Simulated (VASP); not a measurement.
Write the native input for VASP 6.6.1 that does the following.

| Property | Result |
| --- | --- |
| Task | single point |
| Functional | PBE |
| Potentials or basis | VASP PAW PBE potentials, release 64 (Zn, S) |
| Cutoff | 520 eV |
| k mesh | 2 × 2 × 1, shifted |
| Occupations | fermi-dirac, width 0.0689 eV |
| Spin | no spin polarisation |
| Dipole correction | no |
| Further INCAR settings | LREAL = Auto; ALGO = Normal; EDIFF = 1e-07; NBANDS = 96 |

The structure of ZnS lies in POSCAR:

```
ZnS
1.0
    0.0000000000     -6.6360917826      0.0000000000
    5.7470240656     -3.3180458913      0.0000000000
    0.0000000000     -2.2120305942      9.4138830691
Zn S
9 9
Direct
    0.6422435800      0.6558862390      0.9784082649
    0.3476121406      0.3105135770      0.9921800527
   -0.0019917035      0.0325678121      0.9811630262
    0.4537375615      0.6947122466      0.6870853348
    0.1504216444      0.3129732849      0.6510901989
    0.8059336551      0.9856925837      0.6406484928
    0.2696033836      0.6351751721      0.3149417704
    0.8939436107      0.3294536404      0.3188160484
    0.5463960900      0.9756780093      0.3221628076
    0.5945145451      0.6571754280      0.2172495648
    0.2572379381      0.3268091413      0.2463730411
    0.9197187744     -0.0044181127      0.2623473206
    0.1677060748      0.6470350494      0.5541063089
    0.7833625477      0.3686267842      0.5799985999
    0.4709328425      0.0020353143      0.5646916327
    0.3146272602      0.6857940658      0.9228481952
    0.0266417457      0.3547964958      0.8950436221
    0.7095482735      1.0137009926      0.9036073571
```

This cell differs from its parent crystal: dynamics (nvt langevin) at 800 K, volume x 1.02, from the last frame before.

These files were run (other wordings do the same):

INCAR

```
PREC = Accurate
ENCUT = 520
EDIFF = 1E-7
ISMEAR = -1
SIGMA = 0.0689
LREAL = Auto
LASPH = T
NELM = 60
ALGO = Normal
ISIF = 2
LWAVE = F
LCHARG = T
GGA = PE
LELF = T
LVHAR = T
NBANDS = 96
```

KPOINTS

```
Automatic mesh
0
Gamma
  2 2 1
  0.5 0.5 0
```

Potentials or basis: VASP PAW PBE potentials, release 64 (Zn, S).

Command:

```console
$ cat potpaw_PBE.64/Zn/POTCAR potpaw_PBE.64/S/POTCAR > POTCAR
$ mpirun -np 1 vasp_std > vasp.out
```

It gave:

| Item | Value |
| --- | --- |
| Pressure | 1.8 GPa |
| Largest force | 1.809 eV/Å |
| Band gap on the k mesh | 3.00 eV |

Caveat: the k points lie up to 0.67 Å⁻¹ apart; the atoms stand as in a frame of molecular dynamics; a shifted mesh leaves out Γ, where band edges can lie; forces of over 1 eV/Å act on the atoms, so gaps and moduli don't describe the material at rest.

Run time: 3.8 min on 1 thread of AMD EPYC 9R45 96-Core Processor (Zen 5), with other jobs on the host, peak memory 0.41 GiB.
